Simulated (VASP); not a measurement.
A run of VASP 6.6.1:

INCAR

```
SYSTEM = Be
PREC = Accurate
ENCUT = 600
EDIFF = 1E-6
ISMEAR = 1
SIGMA = 0.1
LREAL = .FALSE.
LASPH = .TRUE.
NELM = 80
ALGO = Normal
ISIF = 3
LWAVE = .FALSE.
LCHARG = .FALSE.
GGA = RE
IBRION = 2
NSW = 80
EDIFFG = -0.02
```

KPOINTS

```
Automatic mesh
0
G
  13 13 8
  0 0 0
```

Contents of POSCAR:

```
Be
1.0
    2.2901170000      0.0087640000     -0.0032350000
   -1.1374690000      1.9773800000      0.0002620000
   -0.0050740000     -0.0024540000      3.5719690000
Be
2
Direct
    0.6666666667      0.3333333333      0.7500000000
    0.3333333333      0.6666666667      0.2500000000
```

Potentials or basis: VASP PAW PBE potentials, release 64 (Be).

The run is started by

```bash
$ cat potpaw_PBE.64/Be/POTCAR > POTCAR
$ mpirun -np 1 vasp_std > vasp.out
```

Hardware: 1 thread of Intel(R) Xeon(R) Platinum 8259CL CPU @ 2.50GHz (Skylake/Cascade Lake) (shared host).

Q: Estimate the wall time of this run.

A: It took 72 s on 1 thread of Intel(R) Xeon(R) Platinum 8259CL CPU @ 2.50GHz (Skylake/Cascade Lake), on a shared host, peak memory 0.18 GiB. Counts: scf iterations 14, k points 677, ion steps 2.
